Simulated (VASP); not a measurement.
Runs of VASP 6.6.1 on GaSb. The structure is that of space group I-4m2 (No. 119), or close to it. The cells are those of the table. 

```csv
cell,gap on the mesh (eV),pressure (GPa)
"a = 4.327, b = 4.327, c = 4.434 Å, angles 59.2, 59.2, 61.6°, 2 atoms",(b),-0.8
"a = 4.275, b = 4.275, c = 4.434 Å, angles 58.8, 58.8, 62.5°, 2 atoms",(a),0.5
"a = 4.331, b = 4.331, c = 4.542 Å, angles 58.4, 58.4, 63.2°, 2 atoms",0.30,-1.9
"a = 4.383, b = 4.383, c = 4.218 Å, angles 61.2, 61.2, 57.5°, 2 atoms",0.25,0.5
```

Alike in all rows: task single point; level r2SCAN; potentials or basis VASP PAW PBE potentials, release 64 (Ga_d, Sb); no spin polarisation; k mesh 10 × 10 × 10; cutoff (eV) 520; smearing gaussian 0.05 eV.

**Question.** Estimate the missing entries.

**Answer.** (a) 0.15; (b) 0.07.

Caveats: semilocal functionals underestimate gaps, and a narrow one can read as zero; the PAW data sets were made with another functional, which shifts forces and pressure a little; spin-orbit coupling is left out, which moves the levels of the heavy elements.

A k mesh can miss the band edges, and the runs leave out spin-orbit coupling on Ga, Sb.
